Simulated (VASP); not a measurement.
# Ti (P6_3/mmc) in VASP: further runs

Runs on Ti. Level: PBE. Tasks: single point.

All numbers are computed with VASP 6.6.1; they aren't measurements. Logs are shortened: lines on timing, memory, paths and dates and some standing lists are left out, and cuts for length are marked.

## 1. The cell of the first run

Symmetry: P6_3/mmc, No. 194, hexagonal system. The conventional cell has a = 2.714 Å, b = 2.714 Å, c = 4.338 Å, α = 90.00°, β = 90.00°, γ = 120.00°. Within 3.5 Å of Ti (site symmetry -6m2) lie 12 Ti at 2.68 to 2.71 Å.

## 2. Single point, PBE

INCAR

```
SYSTEM = Ti
PREC = Accurate
ENCUT = 520
EDIFF = 1E-6
ISMEAR = -1
SIGMA = 0.1
LREAL = .FALSE.
LASPH = .TRUE.
NELM = 60
ALGO = Normal
ISIF = 2
LWAVE = .FALSE.
LCHARG = .FALSE.
GGA = PE
NBANDS = 19
```

KPOINTS

```
regular mesh
0
G
  16 16 9
  0 0 0
```

POSCAR

```
Ti
1.0
    2.7138196662      0.0000000000      0.0000000000
   -1.3569098331      2.3502367722      0.0000000000
    0.0000000000      0.0000000000      4.3378440896
Ti
2
Direct
    0.3333333333      0.6666666667      0.2500000000
    0.6666666667      0.3333333333      0.7500000000
```

Potentials or basis: VASP PAW PBE potentials, release 64 (Ti_sv).

On the command line:

```
> cat potpaw_PBE.64/Ti_sv/POTCAR > POTCAR
> mpirun -np 1 vasp_std > vasp.out
```

OUTCAR:

```text
SYSTEM = Ti
   PREC = Accurate
   ENCUT = 520
   EDIFF = 1E-6
   ISMEAR = -1
   LREAL = .FALSE.
   LASPH = .TRUE.
   NELM = 60
   ISIF = 2
   GGA = PE

 ion  position               nearest neighbor table
   1  0.333  0.667  0.250-   2 2.68   2 2.68   2 2.68   2 2.68   2 2.68   2 2.68
   2  0.667  0.333  0.750-   1 2.68   1 2.68   1 2.68   1 2.68   1 2.68   1 2.68

  LATTYP: Found a hexagonal cell.
 ALAT       =     2.7138196662
 C/A-ratio  =     1.5984275387

  Lattice vectors:

 A1 = (   2.7138196662,   0.0000000000,   0.0000000000)
 A2 = (  -1.3569098331,   2.3502367722,   0.0000000000)
 A3 = (   0.0000000000,   0.0000000000,   4.3378440896)

Analysis of symmetry for initial positions (statically):
=====================================================================
 Subroutine PRICEL returns:
 Original cell was already a primitive cell.

 Routine SETGRP: Setting up the symmetry group for a
 hexagonal supercell.

 Subroutine GETGRP returns: Found 24 space group operations
 (whereof 12 operations were pure point group operations)
 out of a pool of 24 trial point group operations.

The static configuration has the point symmetry D_3d.
 The point group associated with its full space group is D_6h.

Analysis of symmetry for dynamics (positions and initial velocities):
=====================================================================
 Subroutine PRICEL returns:
 Original cell was already a primitive cell.

 Routine SETGRP: Setting up the symmetry group for a
 hexagonal supercell.

 Subroutine GETGRP returns: Found 24 space group operations
 (whereof 12 operations were pure point group operations)
 out of a pool of 24 trial point group operations.

The dynamic configuration has the point symmetry D_3d.
 The point group associated with its full space group is D_6h.

 Subroutine INISYM returns: Found 24 space group operations
 (whereof 12 operations are pure point group operations),
 and found     1 'primitive' translations

----------------------------------------------------------------------------------------

                                     Primitive cell

  volume of cell :      27.6673

  direct lattice vectors                    reciprocal lattice vectors
     2.713819666  0.000000000  0.000000000     0.368484322  0.212744523  0.000000000
    -1.356909833  2.350236772  0.000000000     0.000000000  0.425489045  0.000000000
     0.000000000  0.000000000  4.337844090     0.000000000  0.000000000  0.230529263

  length of vectors
     2.713819666  2.713819666  4.337844090     0.425489045  0.425489045  0.230529263

  position of ions in fractional coordinates (direct lattice)
     0.333333333  0.666666667  0.250000000
     0.666666667  0.333333333  0.750000000

  ion indices of the primitive-cell ions
   primitive index   ion index
                 1           1
                 2           2

----------------------------------------------------------------------------------------

 KPOINTS: regular mesh

Automatic generation of k-mesh.
 Grid dimensions read from file:
 generate k-points for:   16   16    9

 Generating k-lattice:

  Cartesian coordinates                     Fractional coordinates (reciprocal lattice)
     0.023030270  0.013296533  0.000000000     0.062500000  0.000000000  0.000000000
     0.000000000  0.026593065  0.000000000     0.000000000  0.062500000  0.000000000
     0.000000000  0.000000000  0.025614363     0.000000000  0.000000000  0.111111111

  Length of vectors
     0.026593065  0.026593065  0.025614363

  Shift w.r.t. Gamma in fractional coordinates (k-lattice)
     0.000000000  0.000000000  0.000000000

 Subroutine IBZKPT returns following result:
 ===========================================

 Found    150 irreducible k-points:

 Following reciprocal coordinates:
            Coordinates               Weight
  0.000000  0.000000  0.000000      1.000000
  0.062500  0.000000  0.000000      6.000000
  0.125000  0.000000  0.000000      6.000000
  0.187500 -0.000000  0.000000      6.000000
  0.250000  0.000000  0.000000      6.000000
  0.312500  0.000000  0.000000      6.000000
[... 16 lines left out ...]
  0.187500  0.187500  0.000000      6.000000
  0.250000  0.187500  0.000000     12.000000
 [... further k-points ...]
   k-points           NKPTS =    150   k-points in BZ     NKDIM =    150   number of bands    NBANDS=     19
   number of dos      NEDOS =    301   number of ions     NIONS =      2
   total plane-waves  NPLWV =  12800
   dimension x,y,z NGX =    20 NGY =   20 NGZ =   32
   dimension x,y,z NGXF=    40 NGYF=   40 NGZF=   64
   ions per type =               2
   NGX,Y,Z   is equivalent  to a cutoff of  12.25, 12.25, 12.26 a.u.
   NGXF,Y,Z  is equivalent  to a cutoff of  24.50, 24.50, 24.53 a.u.
 SYSTEM =  Ti
   PREC   = accura    normal or accurate (medium, high low for compatibility)
   ISTART =      0    job   : 0-new  1-cont  2-samecut
   ICHARG =      2    charge: 1-file 2-atom 10-const
   ISPIN  =      1    spin polarized calculation?
   LNONCOLLINEAR =      F non collinear calculations
   LSORBIT =      F    spin-orbit coupling
   LASPH  =      T    aspherical Exc in radial PAW
   ENCUT  =  520.0 eV  38.22 Ry    6.18 a.u.   5.05  5.05  8.07*2*pi/ulx,y,z
   NELM   =     60;   NELMIN=  2; NELMDL= -5     # of ELM steps
   EDIFF  = 0.1E-05   stopping-criterion for ELM
   LREAL  =      F    real-space projection
   EDIFFG = 0.1E-04   stopping-criterion for IOM
   NSW    =      0    number of steps for IOM
   IBRION =     -1    ionic relax: 0-MD 1-quasi-New 2-CG
   NFREE  =      0    steps in history (QN), initial steepest desc. (CG)
   ISIF   =      2    stress and relaxation
   ISYM   =      2    0-nonsym 1-usesym 2-fastsym
   POTIM  = 0.5000    time-step for ionic-motion
   TEBEG  =    0.0;   TEEND  =   0.0 temperature during run
   PSTRESS=    0.0 pullay stress
   NELECT =      24.0000    total number of electrons
   NUPDOWN=      -1.0000    fix difference up-down
   EMIN   =  10.00;   EMAX   =-10.00  energy-range for DOS
   EFERMI =   0.00;   METHOD = LEGACY
   ISMEAR =    -1;   SIGMA  =   0.10  broadening in eV -4-tet -1-fermi 0-gaus
   EFERMI_NEDOS =   21; number of points for ismear=-14 and -15
   IALGO  =     38    algorithm
   IMIX   =      4    mixing-type and parameters
     AMIX     =   0.40;   BMIX     =  1.00
     AMIX_MAG =   1.60;   BMIX_MAG =  1.00
  volume/ion in A,a.u.               =      13.83        93.35
  Fermi-wavevector in a.u.,A,eV,Ry     =   1.561312  2.950452 33.166861  2.437696
  Thomas-Fermi vector in A             =   2.664396
   LORBIT       =      0    0 simple, 1 ext, 2 COOP (PROOUT), +10 PAW based schemes
   GGA     = PE    functional components
   LHFCALC =     F    Hartree Fock is set to
   AEXX    =    0.0000 exact exchange contribution
   IVDW    =     0    specifies the selected vdW correction
   LEPSILON=     F    determine dielectric tensor
   LRPA    =     F    only Hartree local field effects (RPA)
 non-spin polarized calculation
  energy-cutoff  :      520.00
  volume of cell :       27.67
 maximum number of plane-waves:       764
   NGX = 11   NGY = 11   NGZ = 17

 number of electron      24.0000010 magnetization

 Free energy of the ion-electron system (eV)
  ---------------------------------------------------
  ext. energy  EPLUGINS =         0.00000000
  ---------------------------------------------------
  free energy    TOTEN  =       -15.01067705 eV

  energy without entropy =      -14.94848534  energy(sigma->0) =      -14.97958120

 E-fermi :  10.9487     XC(G=0): -12.6141

 val. band max:       10.9353502038   @ k =   0.3125   0.3125   0.3333
 cond. band min:      10.9532349905   @ k =   0.3125   0.3125   0.4444
 fundamental gap:      0.0178847867
 Fermi energy:        10.9486797620

 k-point     1 :       0.0000    0.0000    0.0000
  band No.  band energies     occupation
      1     -45.5722      2.00000
      2     -45.2497      2.00000
      3     -22.4692      2.00000
      4     -21.2167      2.00000
      5     -21.2167      2.00000
      6     -21.0553      2.00000
[... 11 lines left out ...]
     18      13.0716      0.00000
     19      15.0840      0.00000

 k-point     2 :       0.0625    0.0000    0.0000
  band No.  band energies     occupation
      1     -45.5627      2.00000
      2     -45.2456      2.00000
      3     -22.4517      2.00000
      4     -21.2550      2.00000
      5     -21.2291      2.00000
      6     -21.0714      2.00000
[... 11 lines left out ...]
     18      12.9840      0.00000
     19      15.1331      0.00000

 k-point     3 :       0.1250    0.0000    0.0000
  band No.  band energies     occupation
      1     -45.5353      2.00000
      2     -45.2341      2.00000
      3     -22.4005      2.00000
      4     -21.3645      2.00000
      5     -21.2636      2.00000
      6     -21.1824      2.00000
[... 11 lines left out ...]
     18      12.8906      0.00000
     19      15.2498      0.00000

 k-point     4 :       0.1875   -0.0000    0.0000
  band No.  band energies     occupation
      1     -45.4931      2.00000
      2     -45.2178      2.00000
      3     -22.3197      2.00000
      4     -21.5290      2.00000
      5     -21.3432      2.00000
      6     -21.3132      2.00000
[... 11 lines left out ...]
     18      13.3255      0.00000
     19      15.3810      0.00000

 k-point     5 :       0.2500    0.0000    0.0000
  band No.  band energies     occupation
      1     -45.4412      2.00000
      2     -45.2002      2.00000
      3     -22.2160      2.00000
      4     -21.7235      2.00000
      5     -21.5257      2.00000
      6     -21.3695      2.00000
[... 11 lines left out ...]
     18      13.8763      0.00000
     19      15.4936      0.00000
[... 334 lines left out ...]
      2     -45.1760      2.00000
      3     -22.1492      2.00000
      4     -21.9134      2.00000
      5     -21.8463      2.00000
      6     -21.5740      2.00000
[... 11 lines left out ...]
     18      15.4996      0.00000
     19      16.6626      0.00000

 k-point    22 :       0.4375    0.1250    0.0000
  band No.  band energies     occupation
      1     -45.2665      2.00000
      2     -45.1781      2.00000
      3     -22.1837      2.00000
      4     -21.9342      2.00000
      5     -21.8036      2.00000
      6     -21.5921      2.00000
[... 11 lines left out ...]
     18      15.5039      0.00000
     19      17.1540      0.00000

 k-point    23 :       0.1875    0.1875    0.0000
  band No.  band energies     occupation
      1     -45.3729      2.00000
      2     -45.1825      2.00000
      3     -22.0702      2.00000
      4     -21.8202      2.00000
      5     -21.7997      2.00000
      6     -21.4272      2.00000
[... 11 lines left out ...]
     18      15.1419      0.00000
     19      15.4039      0.00000

 k-point    24 :       0.2500    0.1875    0.0000
  band No.  band energies     occupation
      1     -45.3246      2.00000
      2     -45.1756      2.00000
      3     -21.9614      2.00000
      4     -21.9579      2.00000
      5     -21.8595      2.00000
      6     -21.5170      2.00000
[... 11 lines left out ...]
     18      15.3916      0.00000
     19      15.9330      0.00000

 [... further k-points ...]
[... 5 lines left out ...]
  --------------------------------------------------------------------------------------
  -------------------------------------------------------------------------------------
  Total        6.4099422      6.4099422      6.4110587      0.0000000     -0.0000000      0.0000000
  in kB      371.1916141    371.1916141    371.2562677      0.0000000     -0.0000000      0.0000000
  external PRESSURE =     371.2131653 kB  Pullay stress =       0.0000000 kB

 VOLUME and BASIS-vectors are now :
 -----------------------------------------------------------------------------
  energy-cutoff  :      520.00
  volume of cell :       27.67
      direct lattice vectors                 reciprocal lattice vectors
     2.713819666  0.000000000  0.000000000     0.368484322  0.212744523  0.000000000
    -1.356909833  2.350236772  0.000000000     0.000000000  0.425489045  0.000000000
     0.000000000  0.000000000  4.337844090     0.000000000  0.000000000  0.230529263

 POSITION                                       TOTAL-FORCE (eV/Angst)
 -----------------------------------------------------------------------------------
     -0.00000      1.56682      1.08446        -0.000000     -0.000000      0.000000
      1.35691      0.78341      3.25338         0.000000      0.000000      0.000000
 -----------------------------------------------------------------------------------
    total drift:                               -0.000000      0.000000     -0.000000

  FREE ENERGIE OF THE ION-ELECTRON SYSTEM (eV)
  ---------------------------------------------------
  free  energy   TOTEN  =       -15.0106770486 eV

  energy  without entropy=      -14.9484853437  energy(sigma->0) =      -14.97958120
```

Wall time 2.1 min (1 thread of Intel Xeon 8259CL, shared host); peak memory 0.18 GiB.

Results:

- Free energy: -15.0107 eV
- Pressure: 37.1 GPa
- Band gap on the k mesh: zero (bands 12 and 13 overlap by 1.23 eV)

Caveat: the cell stands under pressure.

## 3. Single point, PBE

INCAR

```
SYSTEM = Ti
PREC = Accurate
ENCUT = 520
EDIFF = 1E-7
ISMEAR = -1
SIGMA = 0.1
LREAL = .FALSE.
LASPH = .TRUE.
NELM = 80
ALGO = Normal
ISIF = 2
LWAVE = .FALSE.
LCHARG = .TRUE.
GGA = PE
LELF = .TRUE.
LVHAR = .TRUE.
NBANDS = 19
```

KPOINTS

```
Automatic mesh
0
G
  16 16 9
  0 0 0
```

POSCAR

```
Ti
1.0
    2.7136368816      0.0000000000      0.0000000000
   -1.3568184408      2.3500784761      0.0000000000
    0.0000000000      0.0000000000      4.3373256103
Ti
2
Direct
    0.3333333333      0.6666666667      0.2500000000
    0.6666666667      0.3333333333      0.7500000000
```

Potentials or basis: VASP PAW PBE potentials, release 64 (Ti_sv).

On the command line:

```
> cat potpaw_PBE.64/Ti_sv/POTCAR > POTCAR
> mpirun -np 1 vasp_std > vasp.out
```

OUTCAR:

```text
SYSTEM = Ti
   PREC = Accurate
   ENCUT = 520
   EDIFF = 1E-7
   ISMEAR = -1
   LREAL = .FALSE.
   LASPH = .TRUE.
   NELM = 80
   ISIF = 2
   GGA = PE

 ion  position               nearest neighbor table
   1  0.333  0.667  0.250-   2 2.68   2 2.68   2 2.68   2 2.68   2 2.68   2 2.68
   2  0.667  0.333  0.750-   1 2.68   1 2.68   1 2.68   1 2.68   1 2.68   1 2.68

  LATTYP: Found a hexagonal cell.
 ALAT       =     2.7136368816
 C/A-ratio  =     1.5983441409

  Lattice vectors:

 A1 = (   2.7136368816,   0.0000000000,   0.0000000000)
 A2 = (  -1.3568184408,   2.3500784761,   0.0000000000)
 A3 = (   0.0000000000,   0.0000000000,   4.3373256103)

Analysis of symmetry for initial positions (statically):
=====================================================================
 Subroutine PRICEL returns:
 Original cell was already a primitive cell.

 Routine SETGRP: Setting up the symmetry group for a
 hexagonal supercell.

 Subroutine GETGRP returns: Found 24 space group operations
[... 154 lines left out ...]
   NGX = 11   NGY = 11   NGZ = 17

 number of electron      24.0000010 magnetization

 Free energy of the ion-electron system (eV)
  ---------------------------------------------------
  ext. energy  EPLUGINS =         0.00000000
  ---------------------------------------------------
  free energy    TOTEN  =       -15.00904071 eV

  energy without entropy =      -14.94686087  energy(sigma->0) =      -14.97795079

 E-fermi :  10.9519     XC(G=0): -12.6154

 val. band max:       10.9387787091   @ k =   0.3125   0.3125   0.3333
 cond. band min:      10.9567138376   @ k =   0.3125   0.3125   0.4444
 fundamental gap:      0.0179351285
 Fermi energy:        10.9519383918

 k-point     1 :       0.0000    0.0000    0.0000
  band No.  band energies     occupation
      1     -45.5687      2.00000
      2     -45.2459      2.00000
      3     -22.4663      2.00000
      4     -21.2128      2.00000
      5     -21.2128      2.00000
      6     -21.0512      2.00000
[... 505 lines left out ...]
      6     -21.5133      2.00000
[... 11 lines left out ...]
     18      15.3964      0.00000
     19      15.9376      0.00000

 [... further k-points ...]
[... 5 lines left out ...]
  --------------------------------------------------------------------------------------
  -------------------------------------------------------------------------------------
  Total        6.4181596      6.4181596      6.4214843      0.0000000      0.0000000      0.0000000
  in kB      371.7619802    371.7619802    371.9545570      0.0000000      0.0000000      0.0000000
  external PRESSURE =     371.8261724 kB  Pullay stress =       0.0000000 kB

 VOLUME and BASIS-vectors are now :
 -----------------------------------------------------------------------------
  energy-cutoff  :      520.00
  volume of cell :       27.66
      direct lattice vectors                 reciprocal lattice vectors
     2.713636882  0.000000000  0.000000000     0.368509142  0.212758853  0.000000000
    -1.356818441  2.350078476  0.000000000     0.000000000  0.425517705  0.000000000
     0.000000000  0.000000000  4.337325610     0.000000000  0.000000000  0.230556820

 POSITION                                       TOTAL-FORCE (eV/Angst)
 -----------------------------------------------------------------------------------
     -0.00000      1.56672      1.08433        -0.000000      0.000000      0.000000
      1.35682      0.78336      3.25299         0.000000     -0.000000      0.000000
 -----------------------------------------------------------------------------------
    total drift:                               -0.000000      0.000000     -0.000000

  FREE ENERGIE OF THE ION-ELECTRON SYSTEM (eV)
  ---------------------------------------------------
  free  energy   TOTEN  =       -15.0090407066 eV

  energy  without entropy=      -14.9468608724  energy(sigma->0) =      -14.97795079
```

Wall time 2.2 min (1 thread of Intel Xeon 8259CL, shared host); peak memory 0.18 GiB.

What came out:

```yaml
Free_energy: -15.0090 eV
Pressure: 37.2 GPa
Band_gap_on_the_k_mesh: zero (bands 12 and 13 overlap by 1.23 eV)
```

Caveat: the cell stands under pressure.
